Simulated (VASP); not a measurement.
Crystal: Tl2H.

```
Tl H
1.0
     0.00000    4.42356    4.42356
     4.42356    0.00000    4.42356
     4.42356    4.42356    0.00000
Tl H
4 2
Direct
  0.62500 0.62500 0.62500
  0.12500 0.62500 0.62500
  0.62500 0.62500 0.12500
  0.62500 0.12500 0.62500
  0.50000 0.50000 0.50000
  0.75000 0.75000 0.75000
```

| Item | Value |
| --- | --- |
| Program | VASP 6.6.1 |
| Task | relaxation of cell and atoms |
| Functional | PBE |
| Potentials or basis | VASP PAW PBE potentials, release 64 (Tl_d, H) |
| Cutoff | 600 eV |
| k mesh | 4 × 4 × 4 |
| Occupations | gaussian, width 0.1 eV |
| Spin | no spin polarisation |

At the start: pressure 11.1 GPa; volume 28.85 Å³/atom.

**Question.** Where does the relaxation end?

**Answer.** Over 5 steps the energy falls by 382.1 meV/atom and the volume is 47.31 Å³/atom (+64.0 %); space group Fd-3m (No. 227, to 0.05 Å).

The path:
| step | energy change (eV) | largest force (eV/Å) | pressure (GPa) | volume (Å³) |
| --- | --- | --- | --- | --- |
| 1 | 0.0000 | 0.0000 | 11.09 | 173.12 |
| 2 | -1.9779 | 0.0000 | 2.37 | 228.13 |
| 3 | -2.2199 | 0.0000 | 0.93 | 252.57 |
| 4 | -2.2477 | 0.0000 | -0.52 | 306.57 |
| 5 | -2.2924 | 0.0000 | -0.08 | 283.89 |

Final structure:
```
Tl H
1.0
     0.00000    5.21642    5.21642
     5.21642    0.00000    5.21642
     5.21642    5.21642    0.00000
Tl H
4 2
Direct
  0.62500 0.62500 0.62500
  0.12500 0.62500 0.62500
  0.62500 0.62500 0.12500
  0.62500 0.12500 0.62500
  0.50000 0.50000 0.50000
  0.75000 0.75000 0.75000
```

Caveat: the volume moved by over 15 % at a fixed basis, so the end points are rough.
